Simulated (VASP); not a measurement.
# W (Im-3m) in VASP: notebook

W is run at these levels: HSE06; tasks: single point.

All numbers are computed with VASP 6.6.1; they aren't measurements. Logs are shortened: lines on timing, memory, paths and dates and some standing lists are left out, and cuts for length are marked.

### 1 The cell of the first run

Symmetry: Im-3m, No. 229, cubic system. The conventional cell has a = 3.181 Å, b = 3.181 Å, c = 3.181 Å, α = 90.00°, β = 90.00°, γ = 90.00°. W (site symmetry m-3m) has 14 W at 2.75 to 3.18 Å within 3.6 Å.

### 2 Single point, HSE06

Input file POSCAR:

```
W
1.0
   -1.5902658194      1.5902658194      1.5902658194
    1.5902658194     -1.5902658194      1.5902658194
    1.5902658194      1.5902658194     -1.5902658194
W
1
Direct
    0.0000000000      0.0000000000      0.0000000000
```

Input file INCAR.step1:

```
PREC = Accurate
ENCUT = 520
EDIFF = 1E-5
ISMEAR = -1
SIGMA = 0.1
LREAL = False
LASPH = True
NELM = 80
ALGO = Normal
ISIF = 2
LWAVE = True
LCHARG = False
GGA = PE
NBANDS = 13
```

Input file INCAR.step2:

```
PREC = Accurate
ENCUT = 520
EDIFF = 1E-7
ISMEAR = -1
SIGMA = 0.1
LREAL = False
LASPH = True
NELM = 80
ALGO = Normal
ISIF = 2
LWAVE = False
LCHARG = False
GGA = PE
LHFCALC = True
HFSCREEN = 0.2079
PRECFOCK = Normal
ISTART = 1
NBANDS = 13
```

Input file KPOINTS:

```
regular mesh
0
Gamma
  6 6 6
```

Potentials or basis: VASP PAW PBE potentials, release 64 (W_sv).

Command:

```bash
$ cat potpaw_PBE.64/W_sv/POTCAR > POTCAR
$ cp INCAR.step1 INCAR
$ mpirun -np 1 vasp_std > vasp.out
$ cp INCAR.step2 INCAR
$ mpirun -np 1 vasp_std > vasp.out
```

OUTCAR:

```text
PREC = Accurate
   ENCUT = 520
   EDIFF = 1E-7
   ISMEAR = -1
   LREAL = False
   LASPH = True
   NELM = 80
   ISIF = 2
   GGA = PE
   LHFCALC = True
   HFSCREEN = 0.2079
   PRECFOCK = Normal
   ISTART = 1

 ion  position               nearest neighbor table
   1  0.000  0.000  0.000-

  LATTYP: Found a body centered cubic cell.
 ALAT       =     3.1805316388

  Lattice vectors:

 A1 = (  -1.5902658194,   1.5902658194,   1.5902658194)
 A2 = (   1.5902658194,  -1.5902658194,   1.5902658194)
 A3 = (   1.5902658194,   1.5902658194,  -1.5902658194)

Analysis of symmetry for initial positions (statically):
=====================================================================
 Subroutine PRICEL returns:
 Original cell was already a primitive cell.

 Routine SETGRP: Setting up the symmetry group for a
 body centered cubic supercell.

 Subroutine GETGRP returns: Found 48 space group operations
 (whereof 48 operations were pure point group operations)
 out of a pool of 48 trial point group operations.

The static configuration has the point symmetry O_h .

Analysis of symmetry for dynamics (positions and initial velocities):
=====================================================================
 Subroutine PRICEL returns:
 Original cell was already a primitive cell.

 Routine SETGRP: Setting up the symmetry group for a
 body centered cubic supercell.

 Subroutine GETGRP returns: Found 48 space group operations
 (whereof 48 operations were pure point group operations)
 out of a pool of 48 trial point group operations.

The dynamic configuration has the point symmetry O_h .

 Subroutine INISYM returns: Found 48 space group operations
 (whereof 48 operations are pure point group operations),
 and found     1 'primitive' translations

----------------------------------------------------------------------------------------

                                     Primitive cell

  volume of cell :      16.0868

  direct lattice vectors                    reciprocal lattice vectors
    -1.590265819  1.590265819  1.590265819     0.000000000  0.314412845  0.314412845
     1.590265819 -1.590265819  1.590265819     0.314412845  0.000000000  0.314412845
     1.590265819  1.590265819 -1.590265819     0.314412845  0.314412845  0.000000000

  length of vectors
     2.754421197  2.754421197  2.754421197     0.444646909  0.444646909  0.444646909

  position of ions in fractional coordinates (direct lattice)
     0.000000000  0.000000000  0.000000000

  ion indices of the primitive-cell ions
   primitive index   ion index
                 1           1

----------------------------------------------------------------------------------------

 KPOINTS: regular mesh

Automatic generation of k-mesh.
 Grid dimensions read from file:
 generate k-points for:    6    6    6

 Generating k-lattice:

  Cartesian coordinates                     Fractional coordinates (reciprocal lattice)
     0.000000000  0.052402141  0.052402141     0.166666667  0.000000000  0.000000000
     0.052402141  0.000000000  0.052402141     0.000000000  0.166666667  0.000000000
     0.052402141  0.052402141  0.000000000     0.000000000  0.000000000  0.166666667

  Length of vectors
     0.074107818  0.074107818  0.074107818

  Shift w.r.t. Gamma in fractional coordinates (k-lattice)
     0.000000000  0.000000000  0.000000000

 Subroutine IBZKPT returns following result:
 ===========================================

 Found     16 irreducible k-points:

 Following reciprocal coordinates:
            Coordinates               Weight
  0.000000  0.000000  0.000000      1.000000
  0.166667  0.000000  0.000000     12.000000
  0.333333  0.000000  0.000000     12.000000
  0.500000  0.000000  0.000000      6.000000
  0.166667  0.166667  0.000000     24.000000
  0.333333  0.166667  0.000000     48.000000
[... 8 lines left out ...]
  0.500000  0.500000  0.333333     12.000000
  0.500000  0.500000  0.500000      1.000000
   k-points           NKPTS =     16   k-points in BZ     NKDIM =    216   number of bands    NBANDS=     13
   number of dos      NEDOS =    301   number of ions     NIONS =      1
   total plane-waves  NPLWV =   8000
   dimension x,y,z NGX =    20 NGY =   20 NGZ =   20
   dimension x,y,z NGXF=    40 NGYF=   40 NGZF=   40
   ions per type =               1
   NGX,Y,Z   is equivalent  to a cutoff of  12.07, 12.07, 12.07 a.u.
   NGXF,Y,Z  is equivalent  to a cutoff of  24.14, 24.14, 24.14 a.u.
 SYSTEM =  unknown system
   PREC   = accura    normal or accurate (medium, high low for compatibility)
   ISTART =      1    job   : 0-new  1-cont  2-samecut
   ICHARG =      0    charge: 1-file 2-atom 10-const
   ISPIN  =      1    spin polarized calculation?
   LNONCOLLINEAR =      F non collinear calculations
   LSORBIT =      F    spin-orbit coupling
   LASPH  =      T    aspherical Exc in radial PAW
   ENCUT  =  520.0 eV  38.22 Ry    6.18 a.u.   5.12  5.12  5.12*2*pi/ulx,y,z
   NELM   =     80;   NELMIN=  2; NELMDL=  0     # of ELM steps
   EDIFF  = 0.1E-06   stopping-criterion for ELM
   LREAL  =      F    real-space projection
   EDIFFG = 0.1E-05   stopping-criterion for IOM
   NSW    =      0    number of steps for IOM
   IBRION =     -1    ionic relax: 0-MD 1-quasi-New 2-CG
   NFREE  =      0    steps in history (QN), initial steepest desc. (CG)
   ISIF   =      2    stress and relaxation
   ISYM   =      3    0-nonsym 1-usesym 2-fastsym
   POTIM  = 0.5000    time-step for ionic-motion
   TEBEG  =    0.0;   TEEND  =   0.0 temperature during run
   PSTRESS=    0.0 pullay stress
   NELECT =      14.0000    total number of electrons
   NUPDOWN=      -1.0000    fix difference up-down
   EMIN   =  10.00;   EMAX   =-10.00  energy-range for DOS
   EFERMI =   0.00;   METHOD = LEGACY
   ISMEAR =    -1;   SIGMA  =   0.10  broadening in eV -4-tet -1-fermi 0-gaus
   EFERMI_NEDOS =   21; number of points for ismear=-14 and -15
   IALGO  =     38    algorithm
   IMIX   =      1    mixing-type and parameters
     AMIX     =   0.40;   BMIX     =  1.00
     AMIX_MAG =   1.60;   BMIX_MAG =  1.00
  volume/ion in A,a.u.               =      16.09       108.56
  Fermi-wavevector in a.u.,A,eV,Ry     =   1.563008  2.953656 33.238939  2.442993
  Thomas-Fermi vector in A             =   2.665842
   LORBIT       =      0    0 simple, 1 ext, 2 COOP (PROOUT), +10 PAW based schemes
   GGA     = PE    functional components
   LHFCALC =     T    Hartree Fock is set to
   PRECFOCK=normal    Normal, Fast or Accurate (Low or Medium for compatibility)
   ENCUT4O =  -1.0   cutoff for four orbital integrals eV
   NKREDX  =     1    reduce k-point grid by
   NKREDY  =     1    reduce k-point grid by
   NKREDZ  =     1    reduce k-point grid by
   AEXX    =    0.2500 exact exchange contribution
   HFSCREEN=    0.2079 screening length (either q_TF or 0.3 A-1)
   HFSCREENC=   0.2079 screening length for correlation (either q_TF or 0.3 A-1)
   ENCUTFOCK=  -1.0 apply spherical cutoff to Coloumb kernel
   IVDW    =     0    specifies the selected vdW correction
   LEPSILON=     F    determine dielectric tensor
   LRPA    =     F    only Hartree local field effects (RPA)
 non-spin polarized calculation
  energy-cutoff  :      520.00
  volume of cell :       16.09
 maximum number of plane-waves:       444
  NGX = 16; NGY = 16; NGZ = 16

 number of electron      14.0000001 magnetization

 Free energy of the ion-electron system (eV)
  ---------------------------------------------------
  ext. energy  EPLUGINS =         0.00000000
  ---------------------------------------------------
  free energy    TOTEN  =       -15.06213960 eV

  energy without entropy =      -15.05106184  energy(sigma->0) =      -15.05660072

 E-fermi :  11.2427     XC(G=0): -11.0317

 val. band max:       11.0443371510   @ k =   0.1667   0.0000   0.0000
 cond. band min:      11.3785157103   @ k =   0.5000   0.0000   0.0000
 fundamental gap:      0.3341785593
 Fermi energy:        11.2426886718

 k-point     1 :       0.0000    0.0000    0.0000
  band No.  band energies     occupation
      1     -67.2427      2.00000
      2     -29.2660      2.00000
      3     -29.2660      2.00000
      4     -29.2660      2.00000
      5       0.2539      2.00000
      6       9.5607      2.00000
      7       9.5607      2.00000
      8       9.5607      2.00000
      9      14.0634      0.00000
     10      14.0634      0.00000
     11      26.4711      0.00000
     12      26.4711      0.00000
     13      26.4711      0.00000

 k-point     2 :       0.1667    0.0000    0.0000
  band No.  band energies     occupation
      1     -67.2053      2.00000
      2     -29.6460      2.00000
      3     -29.3824      2.00000
      4     -29.2642      2.00000
      5       1.6162      2.00000
      6       8.7764      2.00000
      7       9.2582      2.00000
      8      11.0443      1.75811
      9      13.2137      0.00000
     10      14.0802      0.00000
     11      27.2706      0.00000
     12      28.7316      0.00000
     13      28.9387      0.00000

 k-point     3 :       0.3333    0.0000    0.0000
  band No.  band energies     occupation
      1     -67.1299      2.00000
      2     -30.3595      2.00000
      3     -29.6065      2.00000
      4     -29.2611      2.00000
      5       3.8236      2.00000
      6       7.4996      2.00000
      7       9.2505      2.00000
      8      13.6612      0.00000
      9      14.4871      0.00000
     10      14.8426      0.00000
     11      25.2109      0.00000
     12      26.1942      0.00000
     13      33.2452      0.00000
[... 177 lines left out ...]
 k-point    15 :       0.5000    0.5000    0.3333
  band No.  band energies     occupation
      1     -67.0079      2.00000
      2     -30.3509      2.00000
      3     -30.1083      2.00000
      4     -30.0040      2.00000
      5       5.4097      2.00000
      6       5.7200      2.00000
      7      12.5925      0.00000
      8      12.8589      0.00000
      9      17.0737      0.00000
     10      19.6027      0.00000
     11      21.4834      0.00000
     12      23.7578      0.00000
     13      31.6548      0.00000

 k-point    16 :       0.5000    0.5000    0.5000
  band No.  band energies     occupation
      1     -66.9797      2.00000
      2     -30.2328      2.00000
      3     -30.2328      2.00000
      4     -30.2328      2.00000
      5       4.6575      2.00000
      6       4.6575      2.00000
      7      16.8366      0.00000
      8      16.8366      0.00000
      9      16.8366      0.00000
     10      19.8705      0.00000
     11      19.8705      0.00000
     12      19.8705      0.00000
     13      28.2775      0.00000

------------------------ aborting loop because EDIFF is reached ----------------------------------------

  FORCE on cell =-STRESS in cart. coord.  units (eV):
  Direction    XX          YY          ZZ          XY          YZ          ZX
  --------------------------------------------------------------------------------------
  -------------------------------------------------------------------------------------
  Total       -0.8135237     -0.8135237     -0.8135237     -0.0000000     -0.0000000      0.0000000
  in kB      -81.0236163    -81.0236163    -81.0236163     -0.0000000     -0.0000000      0.0000000
  external PRESSURE =     -81.0236163 kB  Pullay stress =       0.0000000 kB

 VOLUME and BASIS-vectors are now :
 -----------------------------------------------------------------------------
  energy-cutoff  :      520.00
  volume of cell :       16.09
      direct lattice vectors                 reciprocal lattice vectors
    -1.590265819  1.590265819  1.590265819     0.000000000  0.314412845  0.314412845
     1.590265819 -1.590265819  1.590265819     0.314412845  0.000000000  0.314412845
     1.590265819  1.590265819 -1.590265819     0.314412845  0.314412845  0.000000000

 POSITION                                       TOTAL-FORCE (eV/Angst)
 -----------------------------------------------------------------------------------
      0.00000      0.00000      0.00000        -0.000000      0.000000     -0.000000
 -----------------------------------------------------------------------------------
    total drift:                                0.000000      0.000001      0.000001

  FREE ENERGIE OF THE ION-ELECTRON SYSTEM (eV)
  ---------------------------------------------------
  free  energy   TOTEN  =       -15.0621395977 eV

  energy  without entropy=      -15.0510618441  energy(sigma->0) =      -15.05660072
```

Run time: 16 min. Hardware: 1 thread of Intel Xeon Platinum 8259CL at 2.50GHz (Skylake/Cascade Lake), shared host; peak memory 0.23 GiB.

What came out:

| Item | Value |
| --- | --- |
| Free energy | -15.0621 eV |
| Pressure | -8.1 GPa |
| Band gap on the k mesh | zero (bands 7 and 8 overlap by 7.28 eV) |

Levels at points of the mesh, in eV from the Fermi level:
```
           k point  band 5  band 6  band 7  band 8  band 9  band 10
(0.00, 0.00, 0.00)  -10.99   -1.68   -1.68   -1.68    2.82     2.82
(0.50, 0.00, 0.00)   -7.23   -4.29    0.14    2.66    3.71     6.60
(0.50, 0.50, 0.50)   -6.59   -6.59    5.59    5.59    5.59     8.63
```

Caveat: the k points lie up to 0.47 Å⁻¹ apart, too coarse for converged energies and pressures of a metal; the PAW data sets were made with another functional, which shifts forces and pressure a little; spin-orbit coupling is left out, which moves the levels of the heavy elements.

[end of part 1 of 2]

The gap in the log of VASP goes by the Fermi energy; the results here count the filled bands.